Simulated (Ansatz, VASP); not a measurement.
# TeP2: VASP beside Ansatz

```xyz
3
Lattice="0.0000 3.2598 3.2598 3.2598 0.0000 3.2598 3.2598 3.2598 0.0000" Properties=species:S:1:pos:R:3 pbc="T T T"
Te    3.2598    3.2598    3.2598
P     1.6299    1.6299    1.6299
P     4.8897    4.8897    4.8897
```

Alike in both runs: functional PBE; k mesh 4 × 4 × 4; occupations gaussian, width 0.1 eV; no spin polarisation.

Ansatz relaxed the structure, and its values are those at the end. VASP's run is a single point on that final structure, the one shown.

```csv
,VASP,Ansatz
version,VASP 6.6.1,Ansatz 0.2.0
potentials or method,"VASP PAW PBE potentials, release 64 (Te, P), cutoff 520 eV","scalar-relativistic, plane waves, PAW"
valence electrons in the cell,16,26
```

VASP gave:

| Item | Value |
| --- | --- |
| gap on the k mesh at the Fermi level (eV) | none |
| pressure (GPa) | -0.1 |

Problem. What did Ansatz give for the same quantities?

Solution. gap on the k mesh at the Fermi level (eV): none; pressure (GPa): 0.0.

A gap of «none» marks a metal or a gap that the smearing closes. VASP's potentials hold 16 valence electrons a cell and Ansatz's 26, so a difference there can come from the potentials and not from the codes.

The k mesh is coarse, so the values compare programs but aren't converged. Spin-orbit coupling is off throughout.
